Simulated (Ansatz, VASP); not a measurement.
# One calculation of C, two programs

```
CELL_PARAMETERS angstrom
0.00000 1.78014 1.83355
1.78014 0.00000 1.83355
1.78014 1.78014 0.00000
ATOMIC_POSITIONS crystal
C 0.50000 0.50000 0.50000
C 0.75000 0.75000 0.75000
```

Change from the starting cell: strain +0.0300 x Voigt [0, 0, 1, 0, 0, 0], atoms carried along.

Alike in both runs: task single point; functional r2SCAN; k mesh 12 × 12 × 12; occupations gaussian, width 0.05 eV; no spin polarisation.

|  | VASP | Ansatz |
| --- | --- | --- |
| version | VASP 6.6.1 | Ansatz 0.2.0 |
| potentials or method | VASP PAW PBE potentials, release 64 (C_h), cutoff 910 eV | scalar-relativistic, plane waves, PAW |
| valence electrons in the cell | 8 | 8 |

|  | VASP | Ansatz | Ansatz less VASP |
| --- | --- | --- | --- |
| gap on the k mesh at the Fermi level (eV) | 3.93 | 3.93 | -0.002 |
| least direct gap on the mesh (eV) | 5.53 | 5.53 | +0.001 |

VASP's potentials were made for PBE, not for r2SCAN.

Noted on VASP's run: the cutoff is short for stress, so the pressure is rough.
